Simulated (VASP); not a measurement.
**Pt: single point with PBEsol**

Pt:

```
Pt
1.0
     0.00000    1.95651    1.95651
     1.95651    0.00000    1.95651
     1.95651    1.95651    0.00000
Pt
1
Direct
  0.00000 0.00000 0.00000
```

| Property | Result |
| --- | --- |
| Program | VASP 6.6.1 |
| Task | single point |
| Functional | PBEsol |
| Potentials or basis | VASP PAW PBE potentials, release 64 (Pt) |
| Cutoff | 520 eV |
| k mesh | 8 × 8 × 8 |
| Occupations | gaussian, width 0.1 eV |
| Spin | no spin polarisation |

- Pressure: 0.1 GPa
- Band gap on the k mesh: zero (band 5 reaches 11.70 eV, above the bottom of band 6 at 9.45 eV)

Levels at points of the mesh, in eV from the Fermi level:
```tsv
k point	band 2	band 3	band 4	band 5	band 6	band 7	band 8	band 9
(0.00, 0.00, 0.00)	-3.81	-3.81	-3.81	-1.61	-1.61	14.68	19.67	19.67
(0.50, 0.00, 0.00)	-3.87	-3.87	-0.51	0.08	0.08	5.90	14.23	19.05
(0.50, 0.50, 0.00)	-6.67	0.05	0.53	0.53	1.76	8.95	11.42	11.42
```

Wall time 7.6 s on 1 thread of Intel(R) Xeon(R) Platinum 8259CL CPU @ 2.50GHz (Skylake/Cascade Lake), on a shared host, peak memory 0.14 GiB.

Caveat: the PAW data sets were made with another functional, which shifts forces and pressure a little; spin-orbit coupling is left out, which moves the levels of the heavy elements.
